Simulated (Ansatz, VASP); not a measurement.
# One calculation of ZnS, two programs

```xyz
4
Lattice="3.8110 -0.0381 -0.0381 -1.9385 3.3195 -0.0139 -0.0623 -0.0623 6.2340" Properties=species:S:1:pos:R:3 pbc="T T T"
Zn   -0.0220    2.2003   -0.0220
Zn    1.8633    1.0499    3.0869
S    -0.0460    2.1763    2.3781
S     1.8393    1.0259    5.4870
```

Change from the starting cell: equal xy, yz and zx shear strains of -2 %.

Alike in both runs: task single point; functional PBEsol; k mesh 8 × 8 × 5; occupations fermi-dirac, width 0.03 eV; no spin polarisation.

|  | VASP | Ansatz |
| --- | --- | --- |
| version | VASP 6.6.1 | Ansatz 0.2.0 |
| potentials or method | VASP PAW PBE potentials, release 64 (Zn, S), cutoff 520 eV | all-electron LAPW, scalar-relativistic |

|  | VASP | Ansatz | Ansatz less VASP |
| --- | --- | --- | --- |
| gap on the k mesh at the Fermi level (eV) | 2.04 | 2.04 | -0.002 |
| pressure (GPa) | -1.1 | -1.2 | -0.17 |
| traceless stress, the component that is largest in VASP (GPa) | -1.26 | -1.24 | +0.017 |
| rms of the force components (eV/Å) | 0.206 | 0.204 | -0.0018 |

VASP's potentials were made for PBE, not for PBEsol. Atom by atom the forces differ by 0.002 eV/Å (rms over components). Ansatz ran all-electron here, and VASP with PAW potentials.
